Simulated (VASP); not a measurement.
Set up this calculation in VASP 6.6.1, as the native input.

| Quantity | Value |
| --- | --- |
| Task | single point |
| Functional | LDA |
| Potentials or basis | VASP PAW LDA potentials, release 64 (In_d, P) |
| Cutoff | 500 eV |
| k mesh | 6 × 6 × 6 |
| Occupations | fermi-dirac, width 0.02 eV |
| Spin | no spin polarisation |
| Dipole correction | no |
| Further INCAR settings | ALGO = Normal; EDIFF = 1e-06; NBANDS = 16 |

The structure of InP lies in POSCAR:

```
InP
1.0
    0.0000000000      2.9132403609      2.9132403609
    2.9132403609      0.0000000000      2.9132403609
    2.9132403609      2.9132403609      0.0000000000
In P
1 1
Direct
    0.0000000000      0.0000000000      0.0000000000
    0.2500000000      0.2500000000      0.2500000000
```

The input as run:

INCAR

```
SYSTEM = InP
ALGO = Normal
EDIFF = 1E-6
ENCUT = 500
GGA = CA
GGA_COMPAT = .False.
ISIF = 2
ISMEAR = -1
LASPH = .True.
LCHARG = .False.
LREAL = .False.
LWAVE = .False.
NBANDS = 16
NELM = 120
PREC = Accurate
SIGMA = 0.02
```

KPOINTS

```
k-points
0
Gamma
  6 6 6
  0 0 0
```

Potentials or basis: VASP PAW LDA potentials, release 64 (In_d, P).

Run with:

```console
$ cat potpaw_LDA.64/In_d/POTCAR potpaw_LDA.64/P/POTCAR > POTCAR
$ mpirun -np 1 vasp_std > vasp.out
```

Results of the run:

The pressure is 0.0 GPa and the band gap on the k mesh is 0.60 eV.

Caveat: spin-orbit coupling is left out, which moves the levels of the heavy elements.

It took 6.6 s on 1 thread of Intel(R) Xeon(R) 6975P-C (Granite Rapids), on a shared host, peak memory 0.14 GiB.
